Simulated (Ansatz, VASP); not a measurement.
One calculation of SrTiO3, two programs

```
CELL_PARAMETERS angstrom
3.90500 0.00000 0.00000
0.00000 3.90500 0.00000
0.00000 0.00000 3.90500
ATOMIC_POSITIONS crystal
Sr 0.00000 0.00000 0.00000
Ti 0.50000 0.50000 0.50000
O 0.00000 0.50000 0.50000
O 0.50000 0.00000 0.50000
O 0.50000 0.50000 0.00000
```

Alike in both runs: task electric field gradients; functional revPBE; k mesh 8 × 8 × 8; occupations fermi-dirac, width 0.02 eV; non-collinear spin, spin-orbit coupling.

|  | VASP | Ansatz |
| --- | --- | --- |
| version | VASP 6.6.1 | Ansatz 0.2.0 |
| potentials or method | VASP PAW PBE potentials, release 64 (Sr_sv, Ti_sv, O) | plane-wave PAW, scalar-relativistic |
| plane-wave cutoff (eV) | 520 | 420 |
| valence electrons in the cell | 40 | 40 |

```csv
,VASP,Ansatz,Ansatz less VASP
pressure (GPa),8.3,7.7,-0.63
size of Vzz on the site where it differs most (V/Å²),13.0,14.4,+1.37
```

VASP's potentials were made for PBE, not for revPBE. The functional is the same, so the differences come from potentials, cutoffs and numerics.
